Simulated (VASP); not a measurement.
Here is a VASP 6.6.1 calculation.

Contents of POSCAR:

```
Zn
1.0
    0.0000000000      1.9515891866      1.9515891866
    1.9515891866      0.0000000000      1.9515891866
    1.9515891866      1.9515891866      0.0000000000
Zn
1
Direct
    0.0000000000      0.0000000000      0.0000000000
```

File INCAR.step1:

```
SYSTEM = Zn
PREC = Accurate ; ENCUT = 520
ISMEAR = -1 ; SIGMA = 0.05
LREAL = .False. ; LASPH = .True.
NELM = 100 ; NBANDS = 12
GGA = PE ; ALGO = Normal
EDIFF = 1E-4 ; LWAVE = .True.
LCHARG = .False.
```

File INCAR.step2:

```
SYSTEM = Zn
PREC = Accurate ; ENCUT = 520
EDIFF = 1E-6 ; ISMEAR = -1
SIGMA = 0.05 ; LREAL = .False.
LASPH = .True. ; NELM = 100
ALGO = Normal ; ISIF = 2
LWAVE = .False. ; LCHARG = .False.
METAGGA = R2SCAN ; LMIXTAU = .True.
NBANDS = 12 ; ISTART = 1
```

KPOINTS

```
Automatic mesh
0
Gamma
  12 12 12
  0 0 0
```

Potentials or basis: VASP PAW PBE potentials, release 64 (Zn).

Run with:

```sh
$ cat potpaw_PBE.64/Zn/POTCAR > POTCAR
$ cp INCAR.step1 INCAR
$ mpirun -np 1 vasp_std > vasp.out
$ cp INCAR.step2 INCAR
$ mpirun -np 1 vasp_std > vasp.out
```

Problem. Predict the band gap on the k mesh.

Solution. Zero (bands 6 and 7 overlap by 3.64 eV).

Problem. What does it give for the pressure?

Solution. -3.0 GPa.

Caveat: the PAW data sets were made with another functional, which shifts forces and pressure a little.
